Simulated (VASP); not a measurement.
CuI: single point with r2SCAN

The system is CuI.

```
Cu I
1.0
     0.00000    3.01203    3.01203
     3.01203    0.00000    3.01203
     3.01203    3.01203    0.00000
Cu I
1 1
Cartesian
  0.0000 0.0000 0.0000
  1.5060 1.5060 1.5060
```

```json
{"Program": "VASP 6.6.1", "Task": "single point", "Functional": "r2SCAN", "Potentials or basis": "VASP PAW PBE potentials, release 64 (Cu, I)", "Cutoff": "520 eV", "k mesh": "6 × 6 × 6", "Occupations": "gaussian, width 0.01 eV", "Spin": "no spin polarisation"}
```

```json
{"Pressure": "0.0 GPa", "Band gap on the k mesh": "1.67 eV"}
```

Levels at points of the mesh, in eV from the valence-band top:
| k point | band 6 | band 7 | band 8 | band 9 | band 10 | band 11 | band 12 | band 13 |
| --- | --- | --- | --- | --- | --- | --- | --- | --- |
| (0.00, 0.00, 0.00) | -1.92 | 0.00 | 0.00 | 0.00 | 1.67 | 5.22 | 5.22 | 5.22 |
| (0.50, 0.00, 0.00) | -1.89 | -1.85 | -0.74 | -0.74 | 2.57 | 5.73 | 5.73 | 7.75 |
| (0.50, 0.50, 0.00) | -1.84 | -1.82 | -1.57 | -1.57 | 2.90 | 3.17 | 9.94 | 10.51 |

Wall time 120 s on 1 thread of Oxide Virtual Turin-like Processor (shared host), peak memory 0.16 GiB.

Caveat: the PAW data sets were made with another functional, which shifts forces and pressure a little; spin-orbit coupling is left out, which moves the levels of the heavy elements.
